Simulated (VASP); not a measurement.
The system is GaAs.

```
CELL_PARAMETERS angstrom
0.00000 2.87225 2.87225
2.87225 0.00000 2.87225
2.87225 2.87225 0.00000
ATOMIC_POSITIONS crystal
Ga 0.00000 0.00000 0.00000
As 0.25000 0.25000 0.25000
```

- Program: VASP 6.6.1
- Task: relaxation of cell and atoms
- Functional: r2SCAN
- Potentials or basis: VASP PAW PBE potentials, release 64 (Ga_d, As)
- Cutoff: 600 eV
- k mesh: 8 × 8 × 8
- Occupations: fermi-dirac, width 0.02 eV
- Spin: no spin polarisation

At the start: pressure -2.7 GPa; volume 23.70 Å³/atom.

Problem. Where does the relaxation end?

Solution. Over 7 steps the energy falls by 8.2 meV/atom and the volume is 22.77 Å³/atom (-3.9 %); space group F-43m (No. 216, to 0.1 Å) before and after.

Step by step:
| step | energy change (eV) | largest force (eV/Å) | pressure (GPa) | volume (Å³) |
| --- | --- | --- | --- | --- |
| 1 | 0.0000 | 0.0000 | -2.66 | 47.39 |
| 2 | -0.0134 | 0.0000 | 1.28 | 44.75 |
| 3 | -0.0164 | 0.0000 | -0.04 | 45.50 |
| 4 | -0.0164 | 0.0000 | 0.12 | 45.47 |
| 5 | -0.0164 | 0.0000 | -0.12 | 45.57 |
| 6 | -0.0164 | 0.0000 | 0.07 | 45.51 |
| 7 | -0.0164 | 0.0000 | 0.02 | 45.53 |

Final structure:
```yaml
crystal:
  lattice:
    - [0.00000, 2.83420, 2.83420]
    - [2.83420, 0.00000, 2.83420]
    - [2.83420, 2.83420, 0.00000]
  atoms:
    - { symbol: Ga, position: [0.00000, 0.00000, 0.00000] }
    - { symbol: As, position: [0.25000, 0.25000, 0.25000] }
```

Caveat: the PAW data sets were made with another functional, which shifts forces and pressure a little.
